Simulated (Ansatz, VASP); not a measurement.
# One calculation of GaP, two programs

```xyz
2
Lattice="0.0000 2.7252 2.6162 2.7252 0.0000 2.6162 2.7252 2.7252 0.0000" Properties=species:S:1:pos:R:3 pbc="T T T"
Ga    0.0000    0.0000    0.0000
P     4.0879    4.0879    3.9244
```

Change from the starting cell: strain +0.000 along x and y, -0.040 along z, atoms carried along.

Alike in both runs: task single point; functional r2SCAN; k mesh 8 × 8 × 8; occupations gaussian, width 0.05 eV; no spin polarisation.

```csv
,VASP,Ansatz
version,VASP 6.6.1,Ansatz 0.2.0
potentials or method,"VASP PAW PBE potentials, release 64 (Ga_d, P), cutoff 520 eV","scalar-relativistic, plane waves, PAW"
valence electrons in the cell,18,18
```

Ansatz gave:

- gap on the k mesh at the Fermi level (eV): 1.41
- least direct gap on the mesh (eV): 2.56
- pressure (GPa): 3.9
- traceless stress, the component that is largest in VASP (GPa): 2.07

Task: Which values does VASP return?

Result: gap on the k mesh at the Fermi level (eV): 1.42; least direct gap on the mesh (eV): 2.54; pressure (GPa): 3.9; traceless stress, the component that is largest in VASP (GPa): 2.08.

VASP's potentials were made for PBE, not for r2SCAN.
